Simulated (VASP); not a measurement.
Input of a VASP 6.6.1 run:

INCAR

```
SYSTEM = NaI
PREC     = Accurate       ! precision mode
ENCUT    = 600            ! plane-wave cutoff, eV
EDIFF    = 1E-6           ! SCF threshold, eV
ISMEAR   = 0              ! smearing method
SIGMA    = 0.02           ! smearing width, eV
LREAL    = .False.        ! projectors in reciprocal space
LASPH    = .True.         ! aspherical terms in the spheres
NELM     = 100            ! most SCF steps
ALGO     = Normal         ! electronic algorithm
ISIF     = 3              ! what is computed and relaxed
LWAVE    = .False.        ! write WAVECAR
LCHARG   = .False.        ! write CHGCAR
GGA      = PE             ! functional
IVDW     = 12             ! dispersion correction
IBRION   = 2              ! ionic algorithm
NSW      = 100            ! ionic steps
EDIFFG   = -0.01          ! ionic threshold
```

KPOINTS

```
regular mesh
0
Gamma
  6 6 6
  0 0 0
```

File POSCAR:

```
NaI
1.0
    2.2145135000     -3.7800000000      0.0000000000
    2.2145135000      3.7800000000      0.0000000000
    0.0000000000      0.0000000000      4.4290270000
Na I
1 1
Direct
    0.0000000000      0.0000000000      0.0000000000
    0.5000000000      0.5000000000      0.5000000000
```

Potentials or basis: VASP PAW PBE potentials, release 64 (Na_pv, I).

The run is started by

```sh
$ cat potpaw_PBE.64/Na_pv/POTCAR potpaw_PBE.64/I/POTCAR > POTCAR
$ mpirun -np 1 vasp_std > vasp.out
```

**Question.** Estimate the band gap on the k mesh.

**Answer.** 2.48 eV, indirect (least direct gap 2.76 eV).

**Question.** Estimate the space group after relaxing (to 0.05 Å).

**Answer.** Cmmm (No. 65).

**Question.** Estimate the relaxed cell.

**Answer.** a = 4.146 Å, b = 4.146 Å, c = 4.100 Å, α = 90.00°, β = 90.00°, γ = 109.63°.

Final structure:
```
Na I
1.0
     2.38880   -3.38851    0.00000
     2.38880    3.38851    0.00000
     0.00000    0.00000    4.10038
Na I
1 1
Cartesian
  2.3888 3.3885 0.0000
  2.3888 0.0000 2.0502
```

Caveat: spin-orbit coupling is left out, which moves the levels of the heavy elements. As with any semilocal functional, this PBE gap is likely too small.
